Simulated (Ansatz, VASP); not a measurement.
## InSe in VASP and in Ansatz

```
CELL_PARAMETERS angstrom
1.98319 1.14500 8.36907
-1.98319 1.14500 8.36907
0.00000 -2.28999 8.36907
ATOMIC_POSITIONS crystal
In 0.00000 0.00000 0.00000
In 0.11140 0.11140 0.11140
Se 0.61650 0.61650 0.61650
Se 0.82810 0.82810 0.82810
```

Alike in both runs: task single point; functional PBEsol; k mesh 6 × 6 × 6; no spin polarisation.

```csv
,VASP,Ansatz
version,VASP 6.6.1,Ansatz 0.2.0
potentials or method,"VASP PAW PBE potentials, release 64 (In_d, Se), cutoff 520 eV","plane waves, PAW"
occupations,"gaussian, width 0.01 eV",fixed
valence electrons in the cell,38,58
```

|  | VASP | Ansatz | Ansatz less VASP |
| --- | --- | --- | --- |
| pressure (GPa) | 1.6 | 1.6 | -0.07 |
| traceless stress, the component that is largest in VASP (GPa) | -0.82 | -0.80 | +0.015 |

VASP's potentials were made for PBE, not for PBEsol. VASP's potentials hold 38 valence electrons a cell and Ansatz's 58, so a difference there can come from the potentials and not from the codes.
